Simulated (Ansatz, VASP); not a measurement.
Tl: VASP beside Ansatz

```
CELL_PARAMETERS angstrom
0.00000 3.48650 3.48650
3.48650 0.00000 3.48650
3.48650 3.48650 0.00000
ATOMIC_POSITIONS crystal
Tl 0.12500 0.12500 0.12500
Tl 0.87500 0.87500 0.87500
```

Alike in both runs: task single point; functional revPBE; k mesh 12 × 12 × 12; occupations fermi-dirac, width 0.1 eV; no spin polarisation.

```csv
,VASP,Ansatz
version,VASP 6.6.1,Ansatz 0.2.0
potentials or method,"VASP PAW PBE potentials, release 64 (Tl_d), cutoff 520 eV","plane waves (420 eV) with PAW, scalar-relativistic"
valence electrons in the cell,26,26
```

|  | VASP | Ansatz | Ansatz less VASP |
| --- | --- | --- | --- |
| pressure (GPa) | 1.9 | 1.9 | +0.04 |

VASP's potentials were made for PBE, not for revPBE.

Spin-orbit coupling is off throughout.
